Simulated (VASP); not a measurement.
Wanted: the native input for a VASP 6.6.1 run.

- Task: single point
- Functional: PBE
- Potentials or basis: VASP PAW PBE potentials, release 64 (La, Na_sv)
- Cutoff: 970 eV
- k mesh: 7 × 7 × 4
- Occupations: fermi-dirac, width 0.05 eV
- Spin: no spin polarisation
- Dipole correction: no
- Mended: yes
- Further INCAR settings: ALGO = Normal; EDIFF = 1e-06; NBANDS = 17

The structure of NaLa lies in POSCAR:

```
NaLa
1.0
    3.6062507687      0.0000000000      0.0000000000
   -1.8031253843      3.1231047781      0.0000000000
    0.0000000000      0.0000000000      6.4837820000
La Na
1 1
Direct
    0.3333333333      0.6666666667      0.5000000000
    0.0000000000      0.0000000000      0.0000000000
```

One way to write it, as run:

INCAR

```
PREC = Accurate
ENCUT = 970
EDIFF = 1E-6
ISMEAR = -1
SIGMA = 0.05
LREAL = F
LASPH = T
NELM = 200
ALGO = Normal
ISIF = 2
LWAVE = F
LCHARG = F
GGA = PE
NBANDS = 17
GGA_COMPAT = F
LMAXMIX = 6
```

KPOINTS

```
regular mesh
0
Gamma
  7 7 4
```

Potentials or basis: VASP PAW PBE potentials, release 64 (La, Na_sv).

Run with:

```sh
$ cat potpaw_PBE.64/La/POTCAR potpaw_PBE.64/Na_sv/POTCAR > POTCAR
$ mpirun -np 1 vasp_std > vasp.out
```

Results of the run:

```yaml
Pressure: -0.4 GPa
Band_gap_on_the_k_mesh: zero (bands 10 and 11 overlap by 0.68 eV)
```

Caveat: spin-orbit coupling is left out, which moves the levels of the heavy elements.

Wall time 2.8 min on 1 thread of Intel(R) Xeon(R) Platinum 8375C CPU @ 2.90GHz (Ice Lake) (shared host), peak memory 0.39 GiB.
